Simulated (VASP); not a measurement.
# Au (I4/mmm) in VASP: further runs, part 2 of 2

VASP 6.6.1. The steps go on from the part before.

**3. Single point, r2SCAN (strain +0.015 along x and y, +0.030 along z)**

POSCAR reads:

```
Au
1.0
    0.0000000000      2.0761825000      2.1068650000
    2.0761825000      0.0000000000      2.1068650000
    2.0761825000      2.0761825000      0.0000000000
Au
1
Direct
    0.0000000000      0.0000000000      0.0000000000
```

INCAR.step1 reads:

```
PREC = Accurate ; ENCUT = 520
ISMEAR = 0 ; SIGMA = 0.15
LREAL = F ; LASPH = T
NELM = 60 ; NBANDS = 12
GGA = PE ; ALGO = Normal
EDIFF = 1E-4 ; LWAVE = T
LCHARG = F
```

INCAR.step2 reads:

```
PREC = Accurate ; ENCUT = 520
EDIFF = 1E-6 ; ISMEAR = 0
SIGMA = 0.15 ; LREAL = F
LASPH = T ; NELM = 60
ALGO = Normal ; ISIF = 2
LWAVE = F ; LCHARG = F
METAGGA = R2SCAN ; LMIXTAU = T
NBANDS = 12 ; ISTART = 1
```

KPOINTS reads:

```
Automatic mesh
0
Gamma
  20 20 20
```

Potentials or basis: VASP PAW PBE potentials, release 64 (Au).

Launch:

```sh
$ cat potpaw_PBE.64/Au/POTCAR > POTCAR
$ cp INCAR.step1 INCAR
$ mpirun -np 1 vasp_std > vasp.out
$ cp INCAR.step2 INCAR
$ mpirun -np 1 vasp_std > vasp.out
```

OUTCAR:

```text
PREC = Accurate
   ENCUT = 520
   EDIFF = 1E-6
   ISMEAR = 0
   LREAL = F
   LASPH = T
   NELM = 60
   ISIF = 2
   METAGGA = R2SCAN
   ISTART = 1

 ion  position               nearest neighbor table
   1  0.000  0.000  0.000-

  LATTYP: Found a body centered tetragonal cell.
 ALAT       =     2.9361654495
 C/A-ratio  =     1.4351132702

  Lattice vectors:

 A1 = (  -2.0761825000,   0.0000000000,   2.1068650000)
 A2 = (   2.0761825000,   0.0000000000,   2.1068650000)
 A3 = (   0.0000000000,   2.0761825000,  -2.1068650000)

Analysis of symmetry for initial positions (statically):
=====================================================================
 Subroutine PRICEL returns:
 Original cell was already a primitive cell.

 Routine SETGRP: Setting up the symmetry group for a
 body centered tetragonal supercell.

 Subroutine GETGRP returns: Found 16 space group operations
 (whereof 16 operations were pure point group operations)
 out of a pool of 16 trial point group operations.

The static configuration has the point symmetry D_4h.

Analysis of symmetry for dynamics (positions and initial velocities):
=====================================================================
 Subroutine PRICEL returns:
 Original cell was already a primitive cell.

 Routine SETGRP: Setting up the symmetry group for a
 body centered tetragonal supercell.

 Subroutine GETGRP returns: Found 16 space group operations
 (whereof 16 operations were pure point group operations)
 out of a pool of 16 trial point group operations.

The dynamic configuration has the point symmetry D_4h.

 Subroutine INISYM returns: Found 16 space group operations
 (whereof 16 operations are pure point group operations),
 and found     1 'primitive' translations

----------------------------------------------------------------------------------------

                                     Primitive cell

  volume of cell :      18.1634

  direct lattice vectors                    reciprocal lattice vectors
     0.000000000  2.076182500  2.106865000    -0.240826613  0.240826613  0.237319430
     2.076182500  0.000000000  2.106865000     0.240826613 -0.240826613  0.237319430
     2.076182500  2.076182500  0.000000000     0.240826613  0.240826613 -0.237319430

  length of vectors
     2.957940821  2.957940821  2.936165449     0.415108934  0.415108934  0.415108934

  position of ions in fractional coordinates (direct lattice)
     0.000000000  0.000000000  0.000000000

  ion indices of the primitive-cell ions
   primitive index   ion index
                 1           1

----------------------------------------------------------------------------------------

 KPOINTS: Automatic mesh

Automatic generation of k-mesh.
 Grid dimensions read from file:
 generate k-points for:   20   20   20

 Generating k-lattice:

  Cartesian coordinates                     Fractional coordinates (reciprocal lattice)
    -0.012041331  0.012041331  0.011865971     0.050000000  0.000000000  0.000000000
     0.012041331 -0.012041331  0.011865971     0.000000000  0.050000000  0.000000000
     0.012041331  0.012041331 -0.011865971     0.000000000  0.000000000  0.050000000

  Length of vectors
     0.020755447  0.020755447  0.020755447

  Shift w.r.t. Gamma in fractional coordinates (k-lattice)
     0.000000000  0.000000000  0.000000000

 Subroutine IBZKPT returns following result:
 ===========================================

 Found    641 irreducible k-points:

 Following reciprocal coordinates:
            Coordinates               Weight
  0.000000  0.000000  0.000000      1.000000
  0.050000  0.000000  0.000000      8.000000
  0.100000  0.000000  0.000000      8.000000
  0.150000  0.000000  0.000000      8.000000
  0.200000  0.000000  0.000000      8.000000
  0.250000  0.000000  0.000000      8.000000
[... 16 lines left out ...]
 -0.400000  0.050000  0.000000      8.000000
 -0.350000  0.050000  0.000000      8.000000
 [... further k-points ...]
   k-points           NKPTS =    641   k-points in BZ     NKDIM =    641   number of bands    NBANDS=     12
   number of dos      NEDOS =    301   number of ions     NIONS =      1
   total plane-waves  NPLWV =  13824
   dimension x,y,z NGX =    24 NGY =   24 NGZ =   24
   dimension x,y,z NGXF=    48 NGYF=   48 NGZF=   48
   ions per type =               1
   NGX,Y,Z   is equivalent  to a cutoff of  13.49, 13.49, 13.59 a.u.
   NGXF,Y,Z  is equivalent  to a cutoff of  26.98, 26.98, 27.18 a.u.
 SYSTEM =  unknown system
   PREC   = accura    normal or accurate (medium, high low for compatibility)
   ISTART =      1    job   : 0-new  1-cont  2-samecut
   ICHARG =      0    charge: 1-file 2-atom 10-const
   ISPIN  =      1    spin polarized calculation?
   LNONCOLLINEAR =      F non collinear calculations
   LSORBIT =      F    spin-orbit coupling
   LASPH  =      T    aspherical Exc in radial PAW
   ENCUT  =  520.0 eV  38.22 Ry    6.18 a.u.   5.50  5.50  5.46*2*pi/ulx,y,z
   NELM   =     60;   NELMIN=  2; NELMDL=  0     # of ELM steps
   EDIFF  = 0.1E-05   stopping-criterion for ELM
   LREAL  =      F    real-space projection
   EDIFFG = 0.1E-04   stopping-criterion for IOM
   NSW    =      0    number of steps for IOM
   IBRION =     -1    ionic relax: 0-MD 1-quasi-New 2-CG
   NFREE  =      0    steps in history (QN), initial steepest desc. (CG)
   ISIF   =      2    stress and relaxation
   ISYM   =      2    0-nonsym 1-usesym 2-fastsym
   POTIM  = 0.5000    time-step for ionic-motion
   TEBEG  =    0.0;   TEEND  =   0.0 temperature during run
   PSTRESS=    0.0 pullay stress
   NELECT =      11.0000    total number of electrons
   NUPDOWN=      -1.0000    fix difference up-down
   EMIN   =  10.00;   EMAX   =-10.00  energy-range for DOS
   EFERMI =   0.00;   METHOD = LEGACY
   ISMEAR =     0;   SIGMA  =   0.15  broadening in eV -4-tet -1-fermi 0-gaus
   EFERMI_NEDOS =   21; number of points for ismear=-14 and -15
   IALGO  =     38    algorithm
   IMIX   =      4    mixing-type and parameters
     AMIX     =   0.40;   BMIX     =  1.00
     AMIX_MAG =   1.60;   BMIX_MAG =  1.00
  volume/ion in A,a.u.               =      18.16       122.57
  Fermi-wavevector in a.u.,A,eV,Ry     =   1.385075  2.617411 26.101844  1.918431
  Thomas-Fermi vector in A             =   2.509519
   LORBIT       =      0    0 simple, 1 ext, 2 COOP (PROOUT), +10 PAW based schemes
   METAGGA = R2SCAN    functional components
   LHFCALC =     F    Hartree Fock is set to
   AEXX    =    0.0000 exact exchange contribution
   IVDW    =     0    specifies the selected vdW correction
   LEPSILON=     F    determine dielectric tensor
   LRPA    =     F    only Hartree local field effects (RPA)
 non-spin polarized calculation
 Gauss-broadening in eV      SIGMA  =   0.15
  energy-cutoff  :      520.00
  volume of cell :       18.16
 maximum number of plane-waves:       531
 NGX is ok and might be reduce to    24
   NGX = 11   NGY = 11   NGZ = 11

 number of electron      11.0000001 magnetization

 Free energy of the ion-electron system (eV)
  ---------------------------------------------------
  ext. energy  EPLUGINS =         0.00000000
  ---------------------------------------------------
  free energy    TOTEN  =       -50.58899993 eV

  energy without entropy =      -50.58645068  energy(sigma->0) =      -50.58772530

 E-fermi :   8.2833     XC(G=0): -13.1795

 val. band max:        8.2803070815   @ k =   0.5000   0.0500   0.1500
 cond. band min:       8.2917992056   @ k =  -0.2500   0.2500   0.1500
 fundamental gap:      0.0114921241
 Fermi energy:         8.2833316963

 k-point     1 :       0.0000    0.0000    0.0000
  band No.  band energies     occupation
      1      -1.1049      2.00000
      2       3.6111      2.00000
      3       3.7341      2.00000
      4       3.7341      2.00000
      5       4.9930      2.00000
      6       5.1241      2.00000
      7      23.6907      0.00000
      8      27.2506      0.00000
      9      27.4496      0.00000
     10      27.4496      0.00000
     11      32.4413      0.00000
     12      36.1621      0.00000
[... 331 lines left out ...]
 k-point    24 :      -0.3500    0.0500    0.0000
  band No.  band energies     occupation
      1       1.3235      2.00000
      2       3.6981      2.00000
      3       3.8615      2.00000
      4       4.9428      2.00000
      5       5.6658      2.00000
      6       6.2669      2.00000
      7      14.8690      0.00000
      8      23.6305      0.00000
      9      25.6559      0.00000
     10      27.4195      0.00000
     11      31.8970      0.00000
     12      32.7757      0.00000

 [... further k-points ...]

------------------------ aborting loop because EDIFF is reached ----------------------------------------

  FORCE on cell =-STRESS in cart. coord.  units (eV):
  Direction    XX          YY          ZZ          XY          YZ          ZX
  --------------------------------------------------------------------------------------
  -------------------------------------------------------------------------------------
  Total       -0.5142138     -0.5142138     -0.5529868      0.0000000      0.0000000     -0.0000000
  in kB      -45.3582796    -45.3582796    -48.7784004      0.0000000      0.0000000     -0.0000000
  external PRESSURE =     -46.4983199 kB  Pullay stress =       0.0000000 kB

 VOLUME and BASIS-vectors are now :
 -----------------------------------------------------------------------------
  energy-cutoff  :      520.00
  volume of cell :       18.16
      direct lattice vectors                 reciprocal lattice vectors
     0.000000000  2.076182500  2.106865000    -0.240826613  0.240826613  0.237319430
     2.076182500  0.000000000  2.106865000     0.240826613 -0.240826613  0.237319430
     2.076182500  2.076182500  0.000000000     0.240826613  0.240826613 -0.237319430

 POSITION                                       TOTAL-FORCE (eV/Angst)
 -----------------------------------------------------------------------------------
      0.00000      0.00000      0.00000         0.000000      0.000000      0.000000
 -----------------------------------------------------------------------------------
    total drift:                               -0.000000      0.000000      0.000000

  FREE ENERGIE OF THE ION-ELECTRON SYSTEM (eV)
  ---------------------------------------------------
  free  energy   TOTEN  =       -50.5889999250 eV

  energy  without entropy=      -50.5864506812  energy(sigma->0) =      -50.58772530
```

OSZICAR.step1:

```text
N       E                     dE             d eps       ncg     rms          rms(c)
DAV:   1     0.494310139025E+02    0.49431E+02   -0.55222E+03 15976   0.809E+02
DAV:   2    -0.277685948333E+01   -0.52208E+02   -0.49092E+02 17964   0.184E+02
DAV:   3    -0.348047228006E+01   -0.70361E+00   -0.70297E+00 18580   0.207E+01
DAV:   4    -0.348293775678E+01   -0.24655E-02   -0.24654E-02 18360   0.142E+00
DAV:   5    -0.348295712049E+01   -0.19364E-04   -0.19363E-04 18864   0.121E-01    0.770E+00
DAV:   6    -0.323827697735E+01    0.24468E+00   -0.70320E-01 16636   0.668E+00    0.506E+00
DAV:   7    -0.322368457116E+01    0.14592E-01   -0.50511E-02 18464   0.181E+00    0.260E+00
DAV:   8    -0.322192254045E+01    0.17620E-02   -0.10353E-03 16936   0.267E-01    0.231E-01
DAV:   9    -0.322191032287E+01    0.12218E-04   -0.64255E-06 11136   0.222E-02
   1 F= -.32219103E+01 E0= -.32205084E+01  d E =-.280390E-02
```

Wall time 14 min (1 thread of Intel Xeon 8259CL, shared host); peak memory 0.24 GiB.

Results:

```yaml
Free_energy: -50.5890 eV
Pressure: -4.6 GPa
Band_gap_on_the_k_mesh: zero (an odd number of electrons rules out a gap without spin polarisation)
```

Caveat: the cell differs from its parent crystal (strain +0.015 along x and y, +0.030 along z); the cell stands under tension; the PAW data sets were made with another functional, which shifts forces and pressure a little; spin-orbit coupling is left out, which moves the levels of the heavy elements.

**4. Single point, r2SCAN (strain +0.030 along x and y, +0.015 along z)**

POSCAR reads:

```
Au
1.0
    0.0000000000      2.1068650000      2.0761825000
    2.1068650000      0.0000000000      2.0761825000
    2.1068650000      2.1068650000      0.0000000000
Au
1
Direct
    0.0000000000      0.0000000000      0.0000000000
```

INCAR.step1 reads:

```
PREC     = Accurate       # precision mode
ENCUT    = 520            # plane-wave cutoff, eV
ISMEAR   = 0              # smearing method
SIGMA    = 0.15           # smearing width, eV
LREAL    = False          # projectors in reciprocal space
LASPH    = True           # aspherical terms in the spheres
NELM     = 100            # most SCF steps
NBANDS   = 12             # bands
GGA      = PE             # functional
ALGO     = Normal         # electronic algorithm
EDIFF    = 1E-4           # SCF threshold, eV
LWAVE    = True           # write WAVECAR
LCHARG   = False          # write CHGCAR
```

INCAR.step2 reads:

```
PREC     = Accurate       # precision mode
ENCUT    = 520            # plane-wave cutoff, eV
EDIFF    = 1E-7           # SCF threshold, eV
ISMEAR   = 0              # smearing method
SIGMA    = 0.15           # smearing width, eV
LREAL    = False          # projectors in reciprocal space
LASPH    = True           # aspherical terms in the spheres
NELM     = 100            # most SCF steps
ALGO     = Normal         # electronic algorithm
ISIF     = 2              # what is computed and relaxed
LWAVE    = False          # write WAVECAR
LCHARG   = False          # write CHGCAR
METAGGA  = R2SCAN         # meta-GGA
LMIXTAU  = True         
NBANDS   = 12             # bands
ISTART   = 1
```

KPOINTS is that of step 3.

Launch:

```sh
$ cat potpaw_PBE.64/Au/POTCAR > POTCAR
$ cp INCAR.step1 INCAR
$ mpirun -np 1 vasp_std > vasp.out
$ cp INCAR.step2 INCAR
$ mpirun -np 1 vasp_std > vasp.out
```

It took 18 min on 1 thread of Intel Xeon 8259CL, shared host; peak memory 0.24 GiB.

It converged, with:

```yaml
Free_energy: -50.5798 eV
Pressure: -6.4 GPa
Band_gap_on_the_k_mesh: zero (an odd number of electrons rules out a gap without spin polarisation)
```

Stress tensor (GPa, compression positive):
```
-6.53  0.00  0.00
 0.00 -6.53  0.00
 0.00  0.00 -6.21
```

Levels at points of the mesh, in eV from the Fermi level:
| k point | band 3 | band 4 | band 5 | band 6 | band 7 | band 8 | band 9 | band 10 |
| --- | --- | --- | --- | --- | --- | --- | --- | --- |
| (0.00, 0.00, 0.00) | -4.55 | -4.44 | -3.25 | -3.12 | 15.42 | 18.95 | 18.95 | 19.15 |
| (0.50, 0.00, 0.00) | -4.50 | -2.13 | -2.07 | -0.41 | 2.78 | 14.86 | 17.13 | 17.49 |
| (0.50, 0.50, 0.00) | -2.15 | -1.79 | -1.79 | 1.60 | 5.61 | 10.12 | 10.12 | 17.04 |
| (0.50, 0.00, 0.50) | -2.15 | -1.85 | -1.76 | 1.36 | 5.28 | 10.38 | 10.39 | 17.28 |

Caveat: the cell differs from its parent crystal (strain +0.030 along x and y, +0.015 along z); the cell stands under tension; the PAW data sets were made with another functional, which shifts forces and pressure a little; spin-orbit coupling is left out, which moves the levels of the heavy elements.

**5. The runs side by side**

| cell | gap on the mesh (eV) | pressure (GPa) |
| --- | --- | --- |
| a = 2.936, b = 2.936, c = 2.980 Å, angles 59.5, 59.5, 61.0°, 1 atom | none | -4.6 |
| a = 2.958, b = 2.958, c = 2.936 Å, angles 60.2, 60.2, 59.5°, 1 atom | none | -4.6 |
| a = 2.958, b = 2.958, c = 2.980 Å, angles 59.8, 59.8, 60.5°, 1 atom | none | -6.4 |

Alike in all rows: task single point; level r2SCAN; potentials or basis VASP PAW PBE potentials, release 64 (Au); no spin polarisation; k mesh 20 × 20 × 20; cutoff (eV) 520; smearing gaussian 0.15 eV.

Caveats: the cell stands under tension; the PAW data sets were made with another functional, which shifts forces and pressure a little; spin-orbit coupling is left out, which moves the levels of the heavy elements.

Total energies depend on the potentials used, so only differences within one code and one set of settings carry meaning.
